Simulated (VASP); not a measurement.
# Rb (Im-3m) in VASP: further runs

The runs below take Rb through single point, with PBE.

Everything below comes from runs of VASP 6.6.1. Logs are shortened: lines on timing, memory, paths and dates and some standing lists are left out, and cuts for length are marked.

## (1) The cell of the first run

It takes space group Im-3m (No. 229, cubic). Conventional cell: a = 5.548 Å, b = 5.548 Å, c = 5.548 Å, α = 90.00°, β = 90.00°, γ = 90.00°.

## (2) Single point, PBE

INCAR

```
PREC     = Accurate       # precision mode
ENCUT    = 500            # plane-wave cutoff, eV
EDIFF    = 1E-6           # SCF threshold, eV
ISMEAR   = -1             # smearing method
SIGMA    = 0.05           # smearing width, eV
LREAL    = False          # projectors in reciprocal space
LASPH    = True           # aspherical terms in the spheres
NELM     = 120            # most SCF steps
ALGO     = Normal         # electronic algorithm
ISIF     = 2              # what is computed and relaxed
LWAVE    = False          # write WAVECAR
LCHARG   = False          # write CHGCAR
GGA      = PE             # functional
NBANDS   = 10             # bands
GGA_COMPAT= False
```

KPOINTS

```
Automatic mesh
0
Gamma
  7 7 7
```

POSCAR

```
Rb
1.0
   -2.7741899836      2.7741899836      2.7741899836
    2.7741899836     -2.7741899836      2.7741899836
    2.7741899836      2.7741899836     -2.7741899836
Rb
1
Direct
    0.0000000000      0.0000000000      0.0000000000
```

Potentials or basis: VASP PAW PBE potentials, release 64 (Rb_sv).

Started as:

```
$ cat potpaw_PBE.64/Rb_sv/POTCAR > POTCAR
$ mpirun -np 1 vasp_std > vasp.out
```

OUTCAR:

```text
PREC = Accurate
   ENCUT = 500
   EDIFF = 1E-6
   ISMEAR = -1
   LREAL = False
   LASPH = True
   NELM = 120
   ISIF = 2
   GGA = PE

 ion  position               nearest neighbor table
   1  0.000  0.000  0.000-

  LATTYP: Found a body centered cubic cell.
 ALAT       =     5.5483799672

  Lattice vectors:

 A1 = (  -2.7741899836,   2.7741899836,   2.7741899836)
 A2 = (   2.7741899836,  -2.7741899836,   2.7741899836)
 A3 = (   2.7741899836,   2.7741899836,  -2.7741899836)

Analysis of symmetry for initial positions (statically):
=====================================================================
 Subroutine PRICEL returns:
 Original cell was already a primitive cell.

 Routine SETGRP: Setting up the symmetry group for a
 body centered cubic supercell.

 Subroutine GETGRP returns: Found 48 space group operations
 (whereof 48 operations were pure point group operations)
 out of a pool of 48 trial point group operations.

The static configuration has the point symmetry O_h .

Analysis of symmetry for dynamics (positions and initial velocities):
=====================================================================
 Subroutine PRICEL returns:
 Original cell was already a primitive cell.

 Routine SETGRP: Setting up the symmetry group for a
 body centered cubic supercell.

 Subroutine GETGRP returns: Found 48 space group operations
 (whereof 48 operations were pure point group operations)
 out of a pool of 48 trial point group operations.

The dynamic configuration has the point symmetry O_h .

 Subroutine INISYM returns: Found 48 space group operations
 (whereof 48 operations are pure point group operations),
 and found     1 'primitive' translations

----------------------------------------------------------------------------------------

                                     Primitive cell

  volume of cell :      85.4021

  direct lattice vectors                    reciprocal lattice vectors
    -2.774189984  2.774189984  2.774189984     0.000000000  0.180232790  0.180232790
     2.774189984 -2.774189984  2.774189984     0.180232790  0.000000000  0.180232790
     2.774189984  2.774189984 -2.774189984     0.180232790  0.180232790  0.000000000

  length of vectors
     4.805038001  4.805038001  4.805038001     0.254887656  0.254887656  0.254887656

  position of ions in fractional coordinates (direct lattice)
     0.000000000  0.000000000  0.000000000

  ion indices of the primitive-cell ions
   primitive index   ion index
                 1           1

----------------------------------------------------------------------------------------

 KPOINTS: Automatic mesh

Automatic generation of k-mesh.
 Grid dimensions read from file:
 generate k-points for:    7    7    7

 Generating k-lattice:

  Cartesian coordinates                     Fractional coordinates (reciprocal lattice)
     0.000000000  0.025747541  0.025747541     0.142857143  0.000000000  0.000000000
     0.025747541  0.000000000  0.025747541     0.000000000  0.142857143  0.000000000
     0.025747541  0.025747541  0.000000000     0.000000000  0.000000000  0.142857143

  Length of vectors
     0.036412522  0.036412522  0.036412522

  Shift w.r.t. Gamma in fractional coordinates (k-lattice)
     0.000000000  0.000000000  0.000000000

 Subroutine IBZKPT returns following result:
 ===========================================

 Found     20 irreducible k-points:

 Following reciprocal coordinates:
            Coordinates               Weight
  0.000000  0.000000  0.000000      1.000000
  0.142857  0.000000  0.000000     12.000000
  0.285714  0.000000  0.000000     12.000000
  0.428571  0.000000  0.000000     12.000000
  0.142857  0.142857  0.000000     24.000000
  0.285714  0.142857  0.000000     48.000000
[... 12 lines left out ...]
 -0.428571 -0.428571  0.285714      8.000000
 -0.428571  0.428571  0.428571      6.000000
   k-points           NKPTS =     20   k-points in BZ     NKDIM =     20   number of bands    NBANDS=     10
   number of dos      NEDOS =    301   number of ions     NIONS =      1
   total plane-waves  NPLWV =  46656
   dimension x,y,z NGX =    36 NGY =   36 NGZ =   36
   dimension x,y,z NGXF=    72 NGYF=   72 NGZF=   72
   ions per type =               1
   NGX,Y,Z   is equivalent  to a cutoff of  12.46, 12.46, 12.46 a.u.
   NGXF,Y,Z  is equivalent  to a cutoff of  24.91, 24.91, 24.91 a.u.
 SYSTEM =  unknown system
   PREC   = accura    normal or accurate (medium, high low for compatibility)
   ISTART =      0    job   : 0-new  1-cont  2-samecut
   ICHARG =      2    charge: 1-file 2-atom 10-const
   ISPIN  =      1    spin polarized calculation?
   LNONCOLLINEAR =      F non collinear calculations
   LSORBIT =      F    spin-orbit coupling
   LASPH  =      T    aspherical Exc in radial PAW
   ENCUT  =  500.0 eV  36.75 Ry    6.06 a.u.   8.76  8.76  8.76*2*pi/ulx,y,z
   NELM   =    120;   NELMIN=  2; NELMDL= -5     # of ELM steps
   EDIFF  = 0.1E-05   stopping-criterion for ELM
   LREAL  =      F    real-space projection
   EDIFFG = 0.1E-04   stopping-criterion for IOM
   NSW    =      0    number of steps for IOM
   IBRION =     -1    ionic relax: 0-MD 1-quasi-New 2-CG
   NFREE  =      0    steps in history (QN), initial steepest desc. (CG)
   ISIF   =      2    stress and relaxation
   ISYM   =      2    0-nonsym 1-usesym 2-fastsym
   POTIM  = 0.5000    time-step for ionic-motion
   TEBEG  =    0.0;   TEEND  =   0.0 temperature during run
   PSTRESS=    0.0 pullay stress
   NELECT =       9.0000    total number of electrons
   NUPDOWN=      -1.0000    fix difference up-down
   EMIN   =  10.00;   EMAX   =-10.00  energy-range for DOS
   EFERMI =   0.00;   METHOD = LEGACY
   ISMEAR =    -1;   SIGMA  =   0.05  broadening in eV -4-tet -1-fermi 0-gaus
   EFERMI_NEDOS =   21; number of points for ismear=-14 and -15
   IALGO  =     38    algorithm
   IMIX   =      4    mixing-type and parameters
     AMIX     =   0.40;   BMIX     =  1.00
     AMIX_MAG =   1.60;   BMIX_MAG =  1.00
  volume/ion in A,a.u.               =      85.40       576.32
  Fermi-wavevector in a.u.,A,eV,Ry     =   0.773273  1.461274  8.135617  0.597951
  Thomas-Fermi vector in A             =   1.875082
   LORBIT       =      0    0 simple, 1 ext, 2 COOP (PROOUT), +10 PAW based schemes
   GGA     = PE    functional components
   LHFCALC =     F    Hartree Fock is set to
   AEXX    =    0.0000 exact exchange contribution
   IVDW    =     0    specifies the selected vdW correction
   LEPSILON=     F    determine dielectric tensor
   LRPA    =     F    only Hartree local field effects (RPA)
 non-spin polarized calculation
  energy-cutoff  :      500.00
  volume of cell :       85.40
 maximum number of plane-waves:      2179
   NGX = 17   NGY = 17   NGZ = 17

 number of electron       9.0000000 magnetization

 Free energy of the ion-electron system (eV)
  ---------------------------------------------------
  ext. energy  EPLUGINS =         0.00000000
  ---------------------------------------------------
  free energy    TOTEN  =        -0.93884909 eV

  energy without entropy =       -0.93104144  energy(sigma->0) =       -0.93494526

 E-fermi :   0.1525     XC(G=0):  -5.6215

 val. band max:        0.1050541092   @ k =  -0.2857   0.4286   0.1429
 cond. band min:       0.2610450436   @ k =  -0.4286   0.4286   0.1429
 fundamental gap:      0.1559909343
 Fermi energy:         0.1524623865

 k-point     1 :       0.0000    0.0000    0.0000
  band No.  band energies     occupation
      1     -28.7131      2.00000
      2     -12.7482      2.00000
      3     -12.7482      2.00000
      4     -12.7482      2.00000
      5      -1.8981      2.00000
      6       3.8970      0.00000
      7       3.8970      0.00000
      8       3.8970      0.00000
      9       4.8737      0.00000
     10       4.8737      0.00000

 k-point     2 :       0.1429    0.0000    0.0000
  band No.  band energies     occupation
      1     -28.7120      2.00000
      2     -12.7712      2.00000
      3     -12.7557      2.00000
      4     -12.7482      2.00000
      5      -1.6451      2.00000
      6       3.4586      0.00000
      7       3.5853      0.00000
      8       4.1359      0.00000
      9       4.5979      0.00000
     10       4.8002      0.00000

 k-point     3 :       0.2857    0.0000    0.0000
  band No.  band energies     occupation
      1     -28.7096      2.00000
      2     -12.8219      2.00000
      3     -12.7723      2.00000
      4     -12.7483      2.00000
      5      -0.9386      2.00000
      6       2.3807      0.00000
      7       3.0906      0.00000
      8       4.7339      0.00000
      9       4.8277      0.00000
     10       4.8301      0.00000

 k-point     4 :       0.4286    0.0000    0.0000
  band No.  band energies     occupation
      1     -28.7077      2.00000
      2     -12.8615      2.00000
      3     -12.7856      2.00000
      4     -12.7484      2.00000
      5       0.0443      1.79394
      6       1.3243      0.00000
      7       2.7938      0.00000
      8       4.6130      0.00000
      9       5.1862      0.00000
     10       5.9067      0.00000
[... 170 lines left out ...]
 k-point    18 :      -0.4286    0.4286    0.2857
  band No.  band energies     occupation
      1     -28.7049      2.00000
      2     -12.8420      2.00000
      3     -12.8132      2.00000
      4     -12.8011      2.00000
      5       0.7681      0.00001
      6       1.5737      0.00000
      7       2.9404      0.00000
      8       3.2479      0.00000
      9       4.1800      0.00000
     10       5.8543      0.00000

 k-point    19 :      -0.4286   -0.4286    0.2857
  band No.  band energies     occupation
      1     -28.7041      2.00000
      2     -12.8346      2.00000
      3     -12.8346      2.00000
      4     -12.8047      2.00000
      5       1.3321      0.00000
      6       1.3321      0.00000
      7       2.4438      0.00000
      8       3.8943      0.00000
      9       3.8943      0.00000
     10       5.6307      0.00000

 k-point    20 :      -0.4286    0.4286    0.4286
  band No.  band energies     occupation
      1     -28.7034      2.00000
      2     -12.8323      2.00000
      3     -12.8284      2.00000
      4     -12.8284      2.00000
      5       1.2240      0.00000
      6       1.4643      0.00000
      7       3.3765      0.00000
      8       3.4999      0.00000
      9       3.4999      0.00000
     10       5.8693      0.00000

------------------------ aborting loop because EDIFF is reached ----------------------------------------

  FORCE on cell =-STRESS in cart. coord.  units (eV):
  Direction    XX          YY          ZZ          XY          YZ          ZX
  --------------------------------------------------------------------------------------
  -------------------------------------------------------------------------------------
  Total        0.1028236      0.1028236      0.1028236     -0.0000000     -0.0000000      0.0000000
  in kB        1.9290118      1.9290118      1.9290118     -0.0000000     -0.0000000      0.0000000
  external PRESSURE =       1.9290118 kB  Pullay stress =       0.0000000 kB

 VOLUME and BASIS-vectors are now :
 -----------------------------------------------------------------------------
  energy-cutoff  :      500.00
  volume of cell :       85.40
      direct lattice vectors                 reciprocal lattice vectors
    -2.774189984  2.774189984  2.774189984     0.000000000  0.180232790  0.180232790
     2.774189984 -2.774189984  2.774189984     0.180232790  0.000000000  0.180232790
     2.774189984  2.774189984 -2.774189984     0.180232790  0.180232790  0.000000000

 POSITION                                       TOTAL-FORCE (eV/Angst)
 -----------------------------------------------------------------------------------
      0.00000      0.00000      0.00000         0.000000      0.000000      0.000000
 -----------------------------------------------------------------------------------
    total drift:                               -0.000000      0.000000      0.000000

  FREE ENERGIE OF THE ION-ELECTRON SYSTEM (eV)
  ---------------------------------------------------
  free  energy   TOTEN  =        -0.9388490901 eV

  energy  without entropy=       -0.9310414387  energy(sigma->0) =       -0.93494526
```

Wall time 9.3 s (1 thread of Intel Xeon Platinum 8375C at 2.90GHz (Ice Lake), shared host); peak memory 0.19 GiB.

Results:

- Free energy: -0.9388 eV
- Pressure: 0.2 GPa

## (3) Single point, PBE

This run uses another cell than the first one, of 90.68 Å³/atom, 1.062 times its volume.

INCAR

```
SYSTEM = Rb
ALGO = Normal
EDIFF = 1E-6
ENCUT = 500
GGA = PE
GGA_COMPAT = .FALSE.
ISIF = 2
ISMEAR = -1
LASPH = .TRUE.
LCHARG = .FALSE.
LREAL = .FALSE.
LWAVE = .FALSE.
NBANDS = 10
NELM = 120
PREC = Accurate
SIGMA = 0.05
```

KPOINTS

```
k-points
0
G
  7 7 7
  0 0 0
```

POSCAR

```
Rb
1.0
   -2.8302493294      2.8302493294      2.8302493294
    2.8302493294     -2.8302493294      2.8302493294
    2.8302493294      2.8302493294     -2.8302493294
Rb
1
Direct
    0.0000000000      0.0000000000      0.0000000000
```

Potentials or basis: VASP PAW PBE potentials, release 64 (Rb_sv).

Started as:

```
$ cat potpaw_PBE.64/Rb_sv/POTCAR > POTCAR
$ mpirun -np 1 vasp_std > vasp.out
```

Run time: 10 s. Hardware: 1 thread of Intel Xeon Platinum 8375C at 2.90GHz (Ice Lake), shared host; peak memory 0.19 GiB.

Results (log left out):

| Quantity | Value |
| --- | --- |
| Free energy | -0.9420 eV |
| Pressure | 0.0 GPa |

Levels at points of the mesh, in eV from the Fermi level:
```tsv
k point	band 3	band 4	band 5	band 6	band 7	band 8
(0.00, 0.00, 0.00)	-12.94	-12.94	-1.97	3.69	3.69	3.69
```
